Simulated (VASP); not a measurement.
A run of VASP 6.6.1 is set up as follows.

The input INCAR:

```
SYSTEM = WS2
PREC     = Accurate       ! precision mode
ENCUT    = 520            ! plane-wave cutoff, eV
EDIFF    = 1E-7           ! SCF threshold, eV
ISMEAR   = 0              ! smearing method
SIGMA    = 0.02           ! smearing width, eV
LREAL    = .FALSE.        ! projectors in reciprocal space
LASPH    = .TRUE.         ! aspherical terms in the spheres
NELM     = 100            ! most SCF steps
ALGO     = Normal         ! electronic algorithm
ISIF     = 2              ! what is computed and relaxed
LWAVE    = .FALSE.        ! write WAVECAR
LCHARG   = .FALSE.        ! write CHGCAR
GGA      = PS             ! functional
NBANDS   = 35             ! bands
```

KPOINTS

```
regular mesh
0
G
  12 12 4
  0 0 0
```

The input POSCAR:

```
WS2
1.0
    3.1461651968      0.0000000000      0.0000000000
   -1.5730825984      2.7246589849      0.0000000000
    0.0000000000      0.0000000000     12.6940478579
W S
2 4
Direct
    0.3333333333      0.6666666667      0.2500000000
    0.6666666667      0.3333333333      0.7500000000
    0.3333333333      0.6666666667      0.6265055907
    0.6666666667      0.3333333333      0.1265055907
    0.3333333333      0.6666666667      0.8734944093
    0.6666666667      0.3333333333      0.3734944093
```

Potentials or basis: VASP PAW PBE potentials, release 64 (W_sv, S).

The run is started by

```console
$ cat potpaw_PBE.64/W_sv/POTCAR potpaw_PBE.64/S/POTCAR > POTCAR
$ mpirun -np 1 vasp_std > vasp.out
```

(1) Estimate the largest force.

(2) What does it give for the band gap on the k mesh?

(3) Estimate the pressure.

Answers

(1) 0.020 eV/Å.

(2) 1.11 eV, indirect (least direct gap 1.87 eV).

(3) 0.1 GPa.

Caveat: the PAW data sets were made with another functional, which shifts forces and pressure a little; spin-orbit coupling is left out, which moves the levels of the heavy elements; this functional lacks dispersion, which binds the layers, so the pressure and a relaxed spacing across them are unreliable.
